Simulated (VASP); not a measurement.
# TaH (P4/mmm) in VASP: single point with PBE

Aim: the single point of TaH with PBE.

Program: VASP 6.6.1. These are calculated values, not measurements. Logs are shortened: lines on timing, memory, paths and dates and some standing lists are left out, and cuts for length are marked.

## Step 1: The cell of the first run

Symmetry: P4/mmm, No. 123, tetragonal system. Conventional cell: a = 2.849 Å, b = 2.849 Å, c = 2.850 Å, α = 90.00°, β = 90.00°, γ = 90.00°. Ta (site symmetry 4/mmm) has 4 H at 2.01 Å within 2.7 Å. H (site symmetry 4/mmm) has 4 Ta at 2.01 Å within 2.7 Å.

## Step 2: Single point, PBE

Input file INCAR:

```
PREC = Accurate ; ENCUT = 500
EDIFF = 1E-6 ; ISMEAR = 0
SIGMA = 0.2 ; LREAL = F
LASPH = T ; NELM = 120
ALGO = Normal ; ISIF = 2
LWAVE = F ; LCHARG = F
GGA = PE ; NBANDS = 13
GGA_COMPAT = F
```

Input file KPOINTS:

```
Automatic mesh
0
Gamma
  6 6 6
```

Input file POSCAR:

```
TaH
1.0
    2.8490179063      0.0000000000      0.0000000000
    0.0000000000      2.8490179063      0.0000000000
    0.0000000000      0.0000000000      2.8496376155
Ta H
1 1
Direct
    0.5000000000      0.5000000000      0.5000000000
    0.0000000000      0.0000000000      0.5000000000
```

Potentials or basis: VASP PAW PBE potentials, release 64 (Ta_pv, H).

Launch:

```bash
> cat potpaw_PBE.64/Ta_pv/POTCAR potpaw_PBE.64/H/POTCAR > POTCAR
> mpirun -np 1 vasp_std > vasp.out
```

OUTCAR:

```text
PREC = Accurate
   ENCUT = 500
   EDIFF = 1E-6
   ISMEAR = 0
   LREAL = F
   LASPH = T
   NELM = 120
   ISIF = 2
   GGA = PE

 ion  position               nearest neighbor table
   1  0.500  0.500  0.500-   2 2.01   2 2.01   2 2.01   2 2.01
   2  0.000  0.000  0.500-   1 2.01   1 2.01   1 2.01   1 2.01

  LATTYP: Found a simple tetragonal cell.
 ALAT       =     2.8490179063
 C/A-ratio  =     1.0002175168

  Lattice vectors:

 A1 = (   2.8490179063,   0.0000000000,   0.0000000000)
 A2 = (   0.0000000000,   2.8490179063,   0.0000000000)
 A3 = (   0.0000000000,   0.0000000000,   2.8496376155)

Analysis of symmetry for initial positions (statically):
=====================================================================
 Subroutine PRICEL returns:
 Original cell was already a primitive cell.

 Routine SETGRP: Setting up the symmetry group for a
 simple tetragonal supercell.

 Subroutine GETGRP returns: Found 16 space group operations
 (whereof 16 operations were pure point group operations)
 out of a pool of 16 trial point group operations.

The static configuration has the point symmetry D_4h.

Analysis of symmetry for dynamics (positions and initial velocities):
=====================================================================
 Subroutine PRICEL returns:
 Original cell was already a primitive cell.

 Routine SETGRP: Setting up the symmetry group for a
 simple tetragonal supercell.

 Subroutine GETGRP returns: Found 16 space group operations
 (whereof 16 operations were pure point group operations)
 out of a pool of 16 trial point group operations.

The dynamic configuration has the point symmetry D_4h.

 Subroutine INISYM returns: Found 16 space group operations
 (whereof 16 operations are pure point group operations),
 and found     1 'primitive' translations

----------------------------------------------------------------------------------------

                                     Primitive cell

  volume of cell :      23.1302

  direct lattice vectors                    reciprocal lattice vectors
     2.849017906  0.000000000  0.000000000     0.350998145  0.000000000  0.000000000
     0.000000000  2.849017906  0.000000000     0.000000000  0.350998145  0.000000000
     0.000000000  0.000000000  2.849637615     0.000000000  0.000000000  0.350921814

  length of vectors
     2.849017906  2.849017906  2.849637615     0.350998145  0.350998145  0.350921814

  position of ions in fractional coordinates (direct lattice)
     0.500000000  0.500000000  0.500000000
     0.000000000  0.000000000  0.500000000

  ion indices of the primitive-cell ions
   primitive index   ion index
                 1           1
                 2           2

----------------------------------------------------------------------------------------

 KPOINTS: Automatic mesh

Automatic generation of k-mesh.
 Grid dimensions read from file:
 generate k-points for:    6    6    6

 Generating k-lattice:

  Cartesian coordinates                     Fractional coordinates (reciprocal lattice)
     0.058499691  0.000000000  0.000000000     0.166666667  0.000000000  0.000000000
     0.000000000  0.058499691  0.000000000     0.000000000  0.166666667  0.000000000
     0.000000000  0.000000000  0.058486969     0.000000000  0.000000000  0.166666667

  Length of vectors
     0.058499691  0.058499691  0.058486969

  Shift w.r.t. Gamma in fractional coordinates (k-lattice)
     0.000000000  0.000000000  0.000000000

 Subroutine IBZKPT returns following result:
 ===========================================

 Found     40 irreducible k-points:

 Following reciprocal coordinates:
            Coordinates               Weight
  0.000000  0.000000  0.000000      1.000000
  0.166667  0.000000  0.000000      4.000000
  0.333333  0.000000  0.000000      4.000000
  0.500000  0.000000  0.000000      2.000000
  0.166667  0.166667  0.000000      4.000000
  0.333333  0.166667  0.000000      8.000000
[... 16 lines left out ...]
  0.333333  0.000000  0.333333      8.000000
  0.500000  0.000000  0.333333      4.000000
 [... further k-points ...]
   k-points           NKPTS =     40   k-points in BZ     NKDIM =     40   number of bands    NBANDS=     13
   number of dos      NEDOS =    301   number of ions     NIONS =      2
   total plane-waves  NPLWV =  13824
   dimension x,y,z NGX =    24 NGY =   24 NGZ =   24
   dimension x,y,z NGXF=    48 NGYF=   48 NGZF=   48
   ions per type =               1   1
   NGX,Y,Z   is equivalent  to a cutoff of  14.00, 14.00, 14.00 a.u.
   NGXF,Y,Z  is equivalent  to a cutoff of  28.01, 28.01, 28.00 a.u.
 SYSTEM =  unknown system
   PREC   = accura    normal or accurate (medium, high low for compatibility)
   ISTART =      0    job   : 0-new  1-cont  2-samecut
   ICHARG =      2    charge: 1-file 2-atom 10-const
   ISPIN  =      1    spin polarized calculation?
   LNONCOLLINEAR =      F non collinear calculations
   LSORBIT =      F    spin-orbit coupling
   LASPH  =      T    aspherical Exc in radial PAW
   ENCUT  =  500.0 eV  36.75 Ry    6.06 a.u.   5.19  5.19  5.20*2*pi/ulx,y,z
   NELM   =    120;   NELMIN=  2; NELMDL= -5     # of ELM steps
   EDIFF  = 0.1E-05   stopping-criterion for ELM
   LREAL  =      F    real-space projection
   EDIFFG = 0.1E-04   stopping-criterion for IOM
   NSW    =      0    number of steps for IOM
   IBRION =     -1    ionic relax: 0-MD 1-quasi-New 2-CG
   NFREE  =      0    steps in history (QN), initial steepest desc. (CG)
   ISIF   =      2    stress and relaxation
   ISYM   =      2    0-nonsym 1-usesym 2-fastsym
   POTIM  = 0.5000    time-step for ionic-motion
   TEBEG  =    0.0;   TEEND  =   0.0 temperature during run
   PSTRESS=    0.0 pullay stress
   NELECT =      12.0000    total number of electrons
   NUPDOWN=      -1.0000    fix difference up-down
   EMIN   =  10.00;   EMAX   =-10.00  energy-range for DOS
   EFERMI =   0.00;   METHOD = LEGACY
   ISMEAR =     0;   SIGMA  =   0.20  broadening in eV -4-tet -1-fermi 0-gaus
   EFERMI_NEDOS =   21; number of points for ismear=-14 and -15
   IALGO  =     38    algorithm
   IMIX   =      4    mixing-type and parameters
     AMIX     =   0.40;   BMIX     =  1.00
     AMIX_MAG =   1.60;   BMIX_MAG =  1.00
  volume/ion in A,a.u.               =      11.57        78.05
  Fermi-wavevector in a.u.,A,eV,Ry     =   1.315453  2.485845 23.543738  1.730416
  Thomas-Fermi vector in A             =   2.445634
   LORBIT       =      0    0 simple, 1 ext, 2 COOP (PROOUT), +10 PAW based schemes
   GGA     = PE    functional components
   LHFCALC =     F    Hartree Fock is set to
   AEXX    =    0.0000 exact exchange contribution
   IVDW    =     0    specifies the selected vdW correction
   LEPSILON=     F    determine dielectric tensor
   LRPA    =     F    only Hartree local field effects (RPA)
 non-spin polarized calculation
 Gauss-broadening in eV      SIGMA  =   0.20
  energy-cutoff  :      500.00
  volume of cell :       23.13
 maximum number of plane-waves:       624
 NGX is ok and might be reduce to    24
   NGX = 11   NGY = 11   NGZ = 11

 number of electron      11.9999997 magnetization

 Free energy of the ion-electron system (eV)
  ---------------------------------------------------
  ext. energy  EPLUGINS =         0.00000000
  ---------------------------------------------------
  free energy    TOTEN  =       -14.63229005 eV

  energy without entropy =      -14.62189326  energy(sigma->0) =      -14.62709166

 E-fermi :   4.8573     XC(G=0): -11.7363

 val. band max:        4.8103185854   @ k =   0.3333   0.1667   0.5000
 cond. band min:       4.9230919911   @ k =   0.5000   0.5000   0.1667
 fundamental gap:      0.1127734057
 Fermi energy:         4.8573314177

 k-point     1 :       0.0000    0.0000    0.0000
  band No.  band energies     occupation
      1     -29.3540      2.00000
      2     -29.3540      2.00000
      3     -29.2788      2.00000
      4      -5.3523      2.00000
      5       1.2587      2.00000
      6       1.9120      2.00000
      7       9.3734      0.00000
      8       9.6644      0.00000
      9       9.6644      0.00000
     10      15.1784      0.00000
     11      16.3468      0.00000
     12      16.5327      0.00000
     13      16.5327      0.00000

 k-point     2 :       0.1667    0.0000    0.0000
  band No.  band energies     occupation
      1     -29.5895      2.00000
      2     -29.3335      2.00000
      3     -29.2600      2.00000
      4      -4.5851      2.00000
      5       1.5031      2.00000
      6       2.3722      2.00000
      7       8.0904      0.00000
      8       8.5039      0.00000
      9       9.7521      0.00000
     10      12.1938      0.00000
     11      16.3815      0.00000
     12      17.9241      0.00000
     13      18.3649      0.00000

 k-point     3 :       0.3333    0.0000    0.0000
  band No.  band energies     occupation
      1     -30.0366      2.00000
      2     -29.2921      2.00000
      3     -29.2222      2.00000
      4      -2.6529      2.00000
      5       1.7651      2.00000
      6       2.6543      2.00000
      7       6.3755      0.00000
      8       6.9151      0.00000
      9       9.9334      0.00000
     10      10.9561      0.00000
     11      13.9792      0.00000
     12      18.6140      0.00000
     13      20.7256      0.00000
[... 305 lines left out ...]
 k-point    23 :       0.3333    0.0000    0.3333
  band No.  band energies     occupation
      1     -29.9615      2.00000
      2     -29.8298      2.00000
      3     -29.2392      2.00000
      4      -1.4534      2.00000
      5       2.1915      2.00000
      6       3.4979      2.00000
      7       6.3075      0.00000
      8       6.8083      0.00000
      9       7.6260      0.00000
     10      11.2242      0.00000
     11      15.1674      0.00000
     12      18.4818      0.00000
     13      18.6210      0.00000

 k-point    24 :       0.5000    0.0000    0.3333
  band No.  band energies     occupation
      1     -30.1680      2.00000
      2     -29.8045      2.00000
      3     -29.2191      2.00000
      4       0.0362      2.00000
      5       1.9537      2.00000
      6       2.3820      2.00000
      7       6.1807      0.00000
      8       6.3357      0.00000
      9       7.7780      0.00000
     10      12.4350      0.00000
     11      16.8202      0.00000
     12      17.0817      0.00000
     13      18.6254      0.00000

 [... further k-points ...]
[... 5 lines left out ...]
  --------------------------------------------------------------------------------------
  -------------------------------------------------------------------------------------
  Total       -0.0169515     -0.0169515     -0.0033470      0.0000000     -0.0000000      0.0000000
  in kB       -1.1741902     -1.1741902     -0.2318391      0.0000000     -0.0000000      0.0000000
  external PRESSURE =      -0.8600732 kB  Pullay stress =       0.0000000 kB

 VOLUME and BASIS-vectors are now :
 -----------------------------------------------------------------------------
  energy-cutoff  :      500.00
  volume of cell :       23.13
      direct lattice vectors                 reciprocal lattice vectors
     2.849017906  0.000000000  0.000000000     0.350998145  0.000000000  0.000000000
     0.000000000  2.849017906  0.000000000     0.000000000  0.350998145  0.000000000
     0.000000000  0.000000000  2.849637615     0.000000000  0.000000000  0.350921814

 POSITION                                       TOTAL-FORCE (eV/Angst)
 -----------------------------------------------------------------------------------
      1.42451      1.42451      1.42482         0.000000      0.000000      0.000000
      0.00000      0.00000      1.42482         0.000000      0.000000      0.000000
 -----------------------------------------------------------------------------------
    total drift:                                0.000000     -0.000000     -0.000000

  FREE ENERGIE OF THE ION-ELECTRON SYSTEM (eV)
  ---------------------------------------------------
  free  energy   TOTEN  =       -14.6322900536 eV

  energy  without entropy=      -14.6218932601  energy(sigma->0) =      -14.62709166
```

Run time: 20 s. Hardware: 1 thread of AMD EPYC 7R43 (Zen 3), shared host; peak memory 0.11 GiB.

What came out:

| Property | Result |
| --- | --- |
| Free energy | -14.6323 eV |
| Pressure | -0.1 GPa |
| Band gap on the k mesh | zero (band 6 reaches 7.11 eV, above the bottom of band 7 at 4.30 eV) |

Levels at points of the mesh, in eV from the Fermi level:
```tsv
k point	band 4	band 5	band 6	band 7	band 8	band 9
(0.00, 0.00, 0.00)	-10.21	-3.60	-2.95	4.52	4.81	4.81
(0.50, 0.00, 0.00)	-5.48	-4.47	-2.09	0.85	1.44	5.17
(0.50, 0.50, 0.00)	-8.34	-1.76	2.25	2.25	3.33	3.33
(0.00, 0.00, 0.50)	-8.42	-2.12	-1.15	1.66	1.66	4.84
(0.50, 0.00, 0.50)	-4.14	-3.77	-2.49	1.49	2.35	3.78
(0.50, 0.50, 0.50)	-7.34	-2.49	-2.49	5.83	7.17	7.19
```

Caveat: the k points lie up to 0.37 Å⁻¹ apart; spin-orbit coupling is left out, which moves the levels of the heavy elements.
